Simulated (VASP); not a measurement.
Sn5Ge12, 17 atoms in the cell. The cell holds an amorphous packing of atoms, 17 atoms: a = 7.082 Å, b = 7.723 Å, c = 7.545 Å, α = 95.21°, β = 89.49°, γ = 91.15°. 

```yaml
Program: VASP 6.6.1
Task: single point
Functional: PBE
Potentials_or_basis: VASP PAW PBE potentials, release 64 (Sn_d, Ge_d)
Cutoff: 520 eV
k_mesh: 1 × 1 × 1, shifted
Occupations: fermi-dirac, width 0.05 eV
Spin: no spin polarisation
Dipole_correction: no
Further_INCAR_settings: LREAL = Auto; ALGO = Normal; EDIFF = 1e-07; NBANDS = 133; ISYM = 0
```

Potentials or basis: VASP PAW PBE potentials, release 64 (Sn_d, Ge_d).

Command:

```sh
$ cat potpaw_PBE.64/Sn_d/POTCAR potpaw_PBE.64/Ge_d/POTCAR > POTCAR
$ mpirun -np 1 vasp_std > vasp.out
```

Hardware: 1 thread of Intel(R) Xeon(R) Platinum 8259CL CPU @ 2.50GHz (Skylake/Cascade Lake) (shared host).

Task: How long does it take, and how much memory?

Result: Run time: 2.8 min on 1 thread of Intel(R) Xeon(R) Platinum 8259CL CPU @ 2.50GHz (Skylake/Cascade Lake), on a shared host, peak memory 0.43 GiB. Counts: scf iterations 17, k points 1.
